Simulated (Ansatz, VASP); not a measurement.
**Ba in VASP and in Ansatz**

File INCAR:

```
SYSTEM = Ba
ALGO = Normal ; EDIFF = 1E-7
ENCUT = 520 ; GGA = PE
ISIF = 2 ; ISMEAR = 0
LASPH = .True. ; LCHARG = .True.
LELF = .True. ; LREAL = .False.
LVHAR = .True. ; LWAVE = .False.
NBANDS = 11 ; NELM = 60
PREC = Accurate ; SIGMA = 0.15
```

Contents of KPOINTS:

```
k-points
0
Gamma
  14 14 14
  0 0 0
```

POSCAR

```
Ba
1.0
   -2.4250000000      2.4250000000      2.4250000000
    2.4250000000     -2.4250000000      2.4250000000
    2.4250000000      2.4250000000     -2.4250000000
Ba
1
Direct
    0.0000000000      0.0000000000      0.0000000000
```

Input for Ansatz:

```yaml
crystal:
  lattice:
    - [-2.425, 2.425, 2.425]
    - [2.425, -2.425, 2.425]
    - [2.425, 2.425, -2.425]
  atoms:
    - { symbol: Ba, position: [0.0, 0.0, 0.0] }
basis:
  ecutwfc: 420
kpoints:
  mp_grid: { grid: [14, 14, 14] }
hamiltonian:
  xc: pbe
scf:
  occupations: { method: gaussian, width: 0.15 }
output:
  forces: true
  stress: true
  eigenvalues: true
```

Change from the starting cell: strain -0.030 along x and y, -0.030 along z, atoms carried along.

Alike in both runs: task single point; functional PBE; k mesh 14 × 14 × 14; occupations gaussian, width 0.15 eV; no spin polarisation.

|  | VASP | Ansatz |
| --- | --- | --- |
| version | VASP 6.6.1 | Ansatz 0.2.0 |
| potentials or method | VASP PAW PBE potentials, release 64 (Ba_sv), cutoff 520 eV | scalar-relativistic, plane waves, PAW |
| valence electrons in the cell | 10 | 10 |

Ansatz gave:

```
gap on the k mesh at the Fermi level (eV) : none
pressure (GPa)                            : 1.0
```

**Question.** Which values does VASP return?

**Answer.** gap on the k mesh at the Fermi level (eV): none; pressure (GPa): 1.1.

A gap of «none» marks a metal or a gap that the smearing closes. With one functional, cell and mesh, what is left measures potentials, basis and numerics.

Neither program's run includes spin-orbit coupling.
